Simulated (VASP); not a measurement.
# Bi (Im-3m) in VASP: a series of runs, part 2 of 2

VASP 6.6.1. The steps go on from the part before.

## 4. Relaxation of cell and atoms, PBEsol, target pressure 20 GPa, at which the enthalpy is minimised

INCAR

```
SYSTEM = Bi
ALGO = Normal
EDIFF = 1E-7
EDIFFG = -0.01
ENCUT = 500
GGA = PS
GGA_COMPAT = .False.
IBRION = 2
ISIF = 3
ISMEAR = 0
LASPH = .True.
LCHARG = .False.
LREAL = .False.
LWAVE = .False.
NELM = 120
NELMIN = 4
NSW = 60
PREC = Accurate
PSTRESS = 200.0
SIGMA = 0.05
```

KPOINTS

```
k-points
0
Gamma
  8 8 8
  0 0 0
```

POSCAR

```
Bi
1.0
   -2.0600000000      2.0600000000      2.0600000000
    2.0600000000     -2.0600000000      2.0600000000
    2.0600000000      2.0600000000     -2.0600000000
Bi
1
Direct
    0.0000000000      0.0000000000      0.0000000000
```

Potentials or basis: VASP PAW PBE potentials, release 64 (Bi_d).

Command:

```
$ cat potpaw_PBE.64/Bi_d/POTCAR > POTCAR
$ mpirun -np 1 vasp_std > vasp.out
```

OUTCAR:

```text
SYSTEM = Bi
   EDIFF = 1E-7
   EDIFFG = -0.01
   ENCUT = 500
   GGA = PS
   IBRION = 2
   ISIF = 3
   ISMEAR = 0
   LASPH = .True.
   LREAL = .False.
   NELM = 120
   NELMIN = 4
   NSW = 60
   PREC = Accurate
   PSTRESS = 200.0

 ion  position               nearest neighbor table
   1  0.000  0.000  0.000-

  LATTYP: Found a body centered cubic cell.
 ALAT       =     4.1200000000

  Lattice vectors:

 A1 = (  -2.0600000000,   2.0600000000,   2.0600000000)
 A2 = (   2.0600000000,  -2.0600000000,   2.0600000000)
 A3 = (   2.0600000000,   2.0600000000,  -2.0600000000)

Analysis of symmetry for initial positions (statically):
=====================================================================
 Subroutine PRICEL returns:
 Original cell was already a primitive cell.

 Routine SETGRP: Setting up the symmetry group for a
 body centered cubic supercell.

 Subroutine GETGRP returns: Found 48 space group operations
 (whereof 48 operations were pure point group operations)
 out of a pool of 48 trial point group operations.

The static configuration has the point symmetry O_h .

Analysis of symmetry for dynamics (positions and initial velocities):
=====================================================================
 Subroutine PRICEL returns:
 Original cell was already a primitive cell.

 Routine SETGRP: Setting up the symmetry group for a
 body centered cubic supercell.

 Subroutine GETGRP returns: Found 48 space group operations
 (whereof 48 operations were pure point group operations)
 out of a pool of 48 trial point group operations.

The dynamic configuration has the point symmetry O_h .

 Subroutine INISYM returns: Found 48 space group operations
 (whereof 48 operations are pure point group operations),
 and found     1 'primitive' translations

----------------------------------------------------------------------------------------

                                     Primitive cell

  volume of cell :      34.9673

  direct lattice vectors                    reciprocal lattice vectors
    -2.060000000  2.060000000  2.060000000     0.000000000  0.242718447  0.242718447
     2.060000000 -2.060000000  2.060000000     0.242718447  0.000000000  0.242718447
     2.060000000  2.060000000 -2.060000000     0.242718447  0.242718447  0.000000000

  length of vectors
     3.568024664  3.568024664  3.568024664     0.343255719  0.343255719  0.343255719

  position of ions in fractional coordinates (direct lattice)
     0.000000000  0.000000000  0.000000000

  ion indices of the primitive-cell ions
   primitive index   ion index
                 1           1

----------------------------------------------------------------------------------------

 KPOINTS: k-points

Automatic generation of k-mesh.
 Grid dimensions read from file:
 generate k-points for:    8    8    8

 Generating k-lattice:

  Cartesian coordinates                     Fractional coordinates (reciprocal lattice)
     0.000000000  0.030339806  0.030339806     0.125000000  0.000000000  0.000000000
     0.030339806  0.000000000  0.030339806     0.000000000  0.125000000  0.000000000
     0.030339806  0.030339806  0.000000000     0.000000000  0.000000000  0.125000000

  Length of vectors
     0.042906965  0.042906965  0.042906965

  Shift w.r.t. Gamma in fractional coordinates (k-lattice)
     0.000000000  0.000000000  0.000000000

 Subroutine IBZKPT returns following result:
 ===========================================

 Found     29 irreducible k-points:

 Following reciprocal coordinates:
            Coordinates               Weight
  0.000000  0.000000  0.000000      1.000000
  0.125000  0.000000  0.000000     12.000000
  0.250000  0.000000  0.000000     12.000000
  0.375000  0.000000  0.000000     12.000000
  0.500000  0.000000  0.000000      6.000000
  0.125000  0.125000  0.000000     24.000000
[... 16 lines left out ...]
 -0.250000  0.250000  0.250000      6.000000
 -0.375000  0.375000  0.250000     24.000000
 [... further k-points ...]
   k-points           NKPTS =     29   k-points in BZ     NKDIM =     29   number of bands    NBANDS=     11
   number of dos      NEDOS =    301   number of ions     NIONS =      1
   total plane-waves  NPLWV =  21952
   dimension x,y,z NGX =    28 NGY =   28 NGZ =   28
   dimension x,y,z NGXF=    56 NGYF=   56 NGZF=   56
   ions per type =               1
   NGX,Y,Z   is equivalent  to a cutoff of  13.05, 13.05, 13.05 a.u.
   NGXF,Y,Z  is equivalent  to a cutoff of  26.09, 26.09, 26.09 a.u.
 SYSTEM =  Bi
   PREC   = accura    normal or accurate (medium, high low for compatibility)
   ISTART =      0    job   : 0-new  1-cont  2-samecut
   ICHARG =      2    charge: 1-file 2-atom 10-const
   ISPIN  =      1    spin polarized calculation?
   LNONCOLLINEAR =      F non collinear calculations
   LSORBIT =      F    spin-orbit coupling
   LASPH  =      T    aspherical Exc in radial PAW
   ENCUT  =  500.0 eV  36.75 Ry    6.06 a.u.   6.51  6.51  6.51*2*pi/ulx,y,z
   NELM   =    120;   NELMIN=  4; NELMDL= -5     # of ELM steps
   EDIFF  = 0.1E-06   stopping-criterion for ELM
   LREAL  =      F    real-space projection
   EDIFFG = -.1E-01   stopping-criterion for IOM
   NSW    =     60    number of steps for IOM
   IBRION =      2    ionic relax: 0-MD 1-quasi-New 2-CG
   NFREE  =      1    steps in history (QN), initial steepest desc. (CG)
   ISIF   =      3    stress and relaxation
   ISYM   =      2    0-nonsym 1-usesym 2-fastsym
   POTIM  = 0.5000    time-step for ionic-motion
   TEBEG  =    0.0;   TEEND  =   0.0 temperature during run
   PSTRESS=  200.0 pullay stress
   NELECT =      15.0000    total number of electrons
   NUPDOWN=      -1.0000    fix difference up-down
   EMIN   =  10.00;   EMAX   =-10.00  energy-range for DOS
   EFERMI =   0.00;   METHOD = LEGACY
   ISMEAR =     0;   SIGMA  =   0.05  broadening in eV -4-tet -1-fermi 0-gaus
   EFERMI_NEDOS =   21; number of points for ismear=-14 and -15
   IALGO  =     38    algorithm
   IMIX   =      4    mixing-type and parameters
     AMIX     =   0.40;   BMIX     =  1.00
     AMIX_MAG =   1.60;   BMIX_MAG =  1.00
  volume/ion in A,a.u.               =      34.97       235.97
  Fermi-wavevector in a.u.,A,eV,Ry     =   1.234671  2.333191 20.740902  1.524413
  Thomas-Fermi vector in A             =   2.369352
   LORBIT       =      0    0 simple, 1 ext, 2 COOP (PROOUT), +10 PAW based schemes
   GGA     = PS    functional components
   LHFCALC =     F    Hartree Fock is set to
   AEXX    =    0.0000 exact exchange contribution
   IVDW    =     0    specifies the selected vdW correction
   LEPSILON=     F    determine dielectric tensor
   LRPA    =     F    only Hartree local field effects (RPA)
 conjugate gradient relaxation of ions
 non-spin polarized calculation
 Gauss-broadening in eV      SIGMA  =   0.05
  energy-cutoff  :      500.00
  volume of cell :       34.97
 maximum number of plane-waves:       935
 NGX is ok and might be reduce to    28
   NGX = 13   NGY = 13   NGZ = 13

--------------------------------------- Ionic step        1  -------------------------------------------

 number of electron      14.9999996 magnetization

 Free energy of the ion-electron system (eV)
  ---------------------------------------------------
  ext. energy  EPLUGINS =         0.00000000
  ---------------------------------------------------
  free energy    TOTEN  =        -4.06983457 eV

  energy without entropy =       -4.06732910  energy(sigma->0) =       -4.06858184

 E-fermi :   6.4531     XC(G=0):  -9.8967

 val. band max:        6.4451366033   @ k =  -0.2500   0.3750   0.1250
 cond. band min:       6.5227633791   @ k =   0.1250   0.1250   0.0000
 fundamental gap:      0.0776267758
 Fermi energy:         6.4530874324

 k-point     1 :       0.0000    0.0000    0.0000
  band No.  band energies     occupation
      1     -16.5240      2.00000
      2     -16.5240      2.00000
      3     -16.5240      2.00000
      4     -16.4372      2.00000
      5     -16.4372      2.00000
      6      -6.4253      2.00000
      7      10.6960      0.00000
      8      10.6960      0.00000
      9      10.6960      0.00000
     10      14.0766      0.00000
     11      16.7865      0.00000
[... 428 lines left out ...]
  energy  without entropy=       -4.0709454275  energy(sigma->0) =       -4.07157467

  enthalpy is  TOTEN    =        -0.8173329850 eV   P V=        3.2548709185

[... ionic steps 4 to 12 ...]

--------------------------------------- Ionic step       13  -------------------------------------------

 number of electron      15.0000001 magnetization

------------------------ aborting loop because EDIFF is reached ----------------------------------------
[... 69 lines left out ...]
--------------------------------------- Ionic step       15  -------------------------------------------

 number of electron      15.0000000 magnetization

 Free energy of the ion-electron system (eV)
  ---------------------------------------------------
  ext. energy  EPLUGINS =         0.00000000
  ---------------------------------------------------
  free energy    TOTEN  =        -3.91732697 eV

  energy without entropy =       -3.91606628  energy(sigma->0) =       -3.91669663

 E-fermi :  10.9938     XC(G=0): -11.6336

 val. band max:       10.8719715958   @ k =  -0.3750   0.3750   0.2500
 cond. band min:      11.0050007878   @ k =  -0.2500   0.3750   0.1250
 fundamental gap:      0.1330291920
 Fermi energy:        10.9937618936

 k-point     1 :       0.0000    0.0000    0.0000
  band No.  band energies     occupation
      1     -12.1504      2.00000
      2     -12.1504      2.00000
      3     -12.1504      2.00000
      4     -11.8726      2.00000
      5     -11.8726      2.00000
      6      -4.4007      2.00000
      7      18.1841      0.00000
      8      18.1841      0.00000
      9      18.1841      0.00000
     10      21.5107      0.00000
     11      21.5107      0.00000
[... 354 lines left out ...]
  energy  without entropy=       -3.9160662845  energy(sigma->0) =       -3.91669663

  enthalpy is  TOTEN    =        -0.8602596392 eV   P V=        3.0570673300

 reached required accuracy - stopping structural energy minimisation
```

OSZICAR:

```text
N       E                     dE             d eps       ncg     rms          rms(c)
DAV:   1     0.101239678617E+03    0.10124E+03   -0.78993E+03   638   0.145E+03
DAV:   2     0.114505417472E+01   -0.10009E+03   -0.98435E+02   647   0.336E+02
DAV:   3    -0.395019738026E+01   -0.50953E+01   -0.50512E+01   744   0.875E+01
[... 132 lines left out ...]
DAV:   4    -0.391732476342E+01   -0.20196E-05   -0.76361E-06   668   0.355E-02    0.336E-03
DAV:   5    -0.391732770404E+01   -0.29406E-05   -0.57484E-06   692   0.257E-02    0.159E-03
DAV:   6    -0.391732712570E+01    0.57834E-06   -0.46968E-07   695   0.925E-03    0.401E-04
DAV:   7    -0.391732696870E+01    0.15700E-06   -0.55200E-08   360   0.178E-03    0.672E-05
DAV:   8    -0.391732696918E+01   -0.47885E-09   -0.52461E-09   319   0.110E-03
  15 F= -.86025964E+00 E0= -.85962930E+00  d E =-.236376E-03
```

CONTCAR:

```text
Bi
   1.00000000000000
    -1.8293994033248544    1.8293994033248544    1.8293994033248540
     1.8293994033248544   -1.8293994033248544    1.8293994033248540
     1.8293994033248544    1.8293994033248544   -1.8293994033248540
  Bi
     1
Direct
     0.0000000000000000    0.0000000000000000    0.0000000000000000

  0.00000000E+00  0.00000000E+00  0.00000000E+00
```

Wall time 1.7 min (1 thread of AMD EPYC 7R43 (Zen 3), shared host); peak memory 0.14 GiB.

Results:

- Free energy: -3.9173 eV
- Relaxed volume: 24.49 Å³/atom
- Relaxed cell: a = 3.169 Å, b = 3.169 Å, c = 3.169 Å, α = 109.47°, β = 109.47°, γ = 109.47°
- Space group after relaxing (to 0.1 Å): Im-3m (No. 229)
- Energy change on relaxing (the run minimises the enthalpy): +152.5 meV/atom
- Ionic steps: 15
- Pressure after relaxing: 19.9 GPa
- Band gap on the k mesh: zero (an odd number of electrons rules out a gap without spin polarisation)

Step by step:
```
step  energy change (eV)  largest force (eV/Å)  pressure (GPa)  volume (Å³)
   1              0.0000                0.0000           -6.77        34.97
   2              8.6583                0.0000          363.28        12.95
   3             -0.0024                0.0000           11.78        26.07
   4              0.0601                0.0000           15.30        25.33
   5              0.1576                0.0000           20.19        24.45
   6              0.1348                0.0000           19.09        24.64
   7              0.1361                0.0000           19.15        24.62
   8              0.1398                0.0000           19.33        24.59
   9              0.1399                0.0000           19.33        24.59
  10              0.1401                0.0000           19.34        24.59
  11              0.1405                0.0000           19.35        24.59
  12              0.1413                0.0000           19.40        24.58
  13              0.1429                0.0000           19.48        24.57
  14              0.1460                0.0000           19.63        24.54
  15              0.1525                0.0000           19.94        24.49
```

Final structure:
```
CELL_PARAMETERS angstrom
-1.82940 1.82940 1.82940
1.82940 -1.82940 1.82940
1.82940 1.82940 -1.82940
ATOMIC_POSITIONS crystal
Bi 0.00000 0.00000 0.00000
```

Caveat: the cell is relaxed towards a set pressure, so the run minimises the enthalpy, not the energy; the volume moved by over 15 % at a fixed basis, so the end points are rough; the PAW data sets were made with another functional, which shifts forces and pressure a little; spin-orbit coupling is left out, which moves the levels of the heavy elements.

## 5. Relaxation of cell and atoms, PBEsol, target pressure 30 GPa, at which the enthalpy is minimised

INCAR

```
PREC     = Accurate       # precision mode
ENCUT    = 500            # plane-wave cutoff, eV
EDIFF    = 1E-7           # SCF threshold, eV
ISMEAR   = 0              # smearing method
SIGMA    = 0.05           # smearing width, eV
LREAL    = F              # projectors in reciprocal space
LASPH    = T              # aspherical terms in the spheres
NELM     = 120            # most SCF steps
ALGO     = Normal         # electronic algorithm
ISIF     = 3              # what is computed and relaxed
LWAVE    = F              # write WAVECAR
LCHARG   = F              # write CHGCAR
GGA      = PS             # functional
IBRION   = 2              # ionic algorithm
NSW      = 60             # ionic steps
EDIFFG   = -0.01          # ionic threshold
PSTRESS  = 300.0        
GGA_COMPAT= F            
NELMIN   = 4
```

KPOINTS

```
regular mesh
0
Gamma
  8 8 8
```

POSCAR is that of step 4.

Command:

```
$ cat potpaw_PBE.64/Bi_d/POTCAR > POTCAR
$ mpirun -np 1 vasp_std > vasp.out
```

Run time: 68 s. Hardware: 1 thread of AMD EPYC 7R43 (Zen 3), shared host; peak memory 0.15 GiB.

The run converged. Its results:

- Free energy: -3.6934 eV
- Relaxed volume: 23.04 Å³/atom
- Relaxed cell: a = 3.105 Å, b = 3.105 Å, c = 3.105 Å, α = 109.47°, β = 109.47°, γ = 109.47°
- Space group after relaxing (to 0.1 Å): Im-3m (No. 229)
- Energy change on relaxing (the run minimises the enthalpy): +376.5 meV/atom
- Ionic steps: 7
- Pressure after relaxing: 30.0 GPa
- Band gap on the k mesh: zero (an odd number of electrons rules out a gap without spin polarisation)

The path:
| step | energy change (eV) | largest force (eV/Å) | pressure (GPa) | volume (Å³) |
| --- | --- | --- | --- | --- |
| 1 | 0.0000 | 0.0000 | -6.77 | 34.97 |
| 2 | 33.7647 | 0.0000 | 1643.38 | 8.05 |
| 3 | -0.1111 | 0.0000 | -2.83 | 31.43 |
| 4 | -0.1198 | 0.0000 | 2.10 | 28.97 |
| 5 | 0.7120 | 0.0000 | 42.79 | 21.55 |
| 6 | 0.3301 | 0.0000 | 28.02 | 23.30 |
| 7 | 0.3765 | 0.0000 | 30.00 | 23.04 |

Final structure:
```
Bi
1.0
    -1.79254    1.79254    1.79254
     1.79254   -1.79254    1.79254
     1.79254    1.79254   -1.79254
Bi
1
Direct
  0.00000 0.00000 0.00000
```

Levels at points of the mesh, in eV from the Fermi level:
```csv
k point,band 3,band 4,band 5,band 6,band 7,band 8,band 9,band 10,band 11
"(0.00, 0.00, 0.00)",-23.23,-22.90,-22.90,-15.96,7.81,7.81,7.81,10.48,10.48
"(0.50, 0.00, 0.00)",-22.92,-22.91,-22.69,-10.85,-6.98,2.33,4.25,7.45,8.66
"(0.50, 0.50, 0.50)",-22.74,-22.74,-22.74,-7.05,-2.47,-2.47,-2.47,3.42,3.42
```

Caveat: the cell is relaxed towards a set pressure, so the run minimises the enthalpy, not the energy; the volume moved by over 15 % at a fixed basis, so the end points are rough; the PAW data sets were made with another functional, which shifts forces and pressure a little; spin-orbit coupling is left out, which moves the levels of the heavy elements.

## 6. Summary

| cell | gap on the mesh (eV) | pressure (GPa) |
| --- | --- | --- |
| relaxed | none | 0.0 |
| relaxed to 10 GPa | none | 10.0 |
| relaxed to 20 GPa | none | 19.9 |
| relaxed to 30 GPa | none | 30.0 |

Alike in all rows: task relaxation of cell and atoms; level PBEsol; potentials or basis VASP PAW PBE potentials, release 64 (Bi_d); no spin polarisation; k mesh 8 × 8 × 8; cutoff (eV) 500; smearing gaussian 0.05 eV.

Caveats: the PAW data sets were made with another functional, which shifts forces and pressure a little; spin-orbit coupling is left out, which moves the levels of the heavy elements; the cell is relaxed towards a set pressure, so the run minimises the enthalpy, not the energy (at least some runs); the volume moved by over 15 % at a fixed basis, so the end points are rough (at least some runs).

Absolute energies hang on the potentials; compare differences alone.

The gap in the log of VASP goes by the Fermi energy; the results here count the filled bands.